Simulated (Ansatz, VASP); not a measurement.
CdSe: VASP beside Ansatz

```
CELL_PARAMETERS angstrom
4.34609 0.00000 0.00000
-2.17304 3.76382 0.00000
0.00000 0.00000 7.08984
ATOMIC_POSITIONS crystal
Cd 0.66667 0.33333 0.49854
Cd 0.33333 0.66667 0.99995
Se 0.66667 0.33333 0.87591
Se 0.33333 0.66667 0.37591
```

Alike in both runs: task single point; functional LDA; k mesh 7 × 7 × 4; occupations fermi-dirac, width 0.05 eV; no spin polarisation.

|  | VASP | Ansatz |
| --- | --- | --- |
| version | VASP 6.6.1 | Ansatz 0.2.0 |
| potentials or method | VASP PAW LDA potentials, release 64 (Cd, Se), cutoff 520 eV | all-electron LAPW, scalar-relativistic |

```csv
,VASP,Ansatz,Ansatz less VASP
gap on the k mesh at the Fermi level (eV),0.36,0.32,-0.032
least direct gap on the mesh (eV),0.36,0.32,-0.032
rms of the force components (eV/Å),0.019,0.018,-0.0011
```

LDA's correlation is that of Perdew and Zunger in VASP and of Perdew and Wang (1992) in Ansatz. Atom by atom the forces differ by 0.001 eV/Å (rms over components). Ansatz ran all-electron here, and VASP with PAW potentials.
